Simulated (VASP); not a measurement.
Runs of VASP 6.6.1 on InSb. The structure is that of space group R-3m (No. 166), or close to it. The cells are those of the table. 

```csv
cell,gap on the mesh (eV),pressure (GPa)
"a = 3.899 Å, angles 101.4°, 2 atoms",none,7.1
"a = 3.915 Å, angles 75.7°, 2 atoms",none,-0.5
"a = 4.004 Å, angles 105.7°, 2 atoms",none,23.3
"a = 3.837 Å, angles 82.7°, 2 atoms",none,(a)
```

Alike in all rows: task single point; level PBE+D3(BJ); potentials or basis VASP PAW PBE potentials, release 64 (In_d, Sb); no spin polarisation; k mesh 14 × 14 × 14; cutoff (eV) 520; smearing gaussian 0.15 eV.

**Question.** Estimate the missing entries.

**Answer.** (a) -1.6.

Caveats: spin-orbit coupling is left out, which moves the levels of the heavy elements; the cell stands under pressure (at least some runs).

A k mesh can miss the band edges, and the runs leave out spin-orbit coupling on In, Sb.

A gap of «none» marks levels without a gap at the run's occupations.
